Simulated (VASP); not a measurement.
The system is CaO.

```
CELL_PARAMETERS angstrom
-3.51850 3.51850 3.51850
3.51850 -3.51850 3.51850
3.51850 3.51850 -3.51850
ATOMIC_POSITIONS crystal
Ca 0.32531 0.00000 0.00000
Ca 0.67469 0.67469 0.67469
Ca 0.00000 0.32531 0.00000
Ca 0.00000 0.00000 0.32531
O 0.00000 0.67469 0.00000
O 0.32531 0.32531 0.32531
O 0.67469 0.00000 0.00000
O 0.00000 0.00000 0.67469
```

```yaml
Program: VASP 6.6.1
Task: relaxation of cell and atoms
Functional: PBE
Potentials_or_basis: VASP PAW PBE potentials, release 64 (Ca_sv, O)
Cutoff: 600 eV
k_mesh: 6 × 6 × 6
Occupations: gaussian, width 0.02 eV
Spin: no spin polarisation
```

At the start: pressure 2.9 GPa; volume 21.78 Å³/atom.

Task: How do energy, volume and symmetry change on relaxing?

Result: Over 7 steps the energy falls by 17.2 meV/atom and the volume is 22.84 Å³/atom (+4.9 %); space group I-43m (No. 217, to 0.05 Å).

Step by step:
```
step  energy change (eV)  largest force (eV/Å)  pressure (GPa)  volume (Å³)
   1              0.0000                0.6307            2.86       174.23
   2             -0.1291                0.1626           -0.52       184.24
   3             -0.1296                0.1849           -0.34       183.59
   4             -0.1355                0.0704            0.02       182.64
   5             -0.1359                0.0936            0.15       182.29
   6             -0.1375                0.0239            0.01       182.63
   7             -0.1376                0.0058           -0.03       182.71
```

Final structure:
```
CELL_PARAMETERS angstrom
-3.57468 3.57468 3.57468
3.57468 -3.57468 3.57468
3.57468 3.57468 -3.57468
ATOMIC_POSITIONS crystal
Ca 0.32282 0.00000 0.00000
Ca 0.67718 0.67718 0.67718
Ca 0.00000 0.32282 0.00000
Ca 0.00000 0.00000 0.32282
O 0.00000 0.68240 0.00000
O 0.31760 0.31760 0.31760
O 0.68240 0.00000 0.00000
O 0.00000 0.00000 0.68240
```
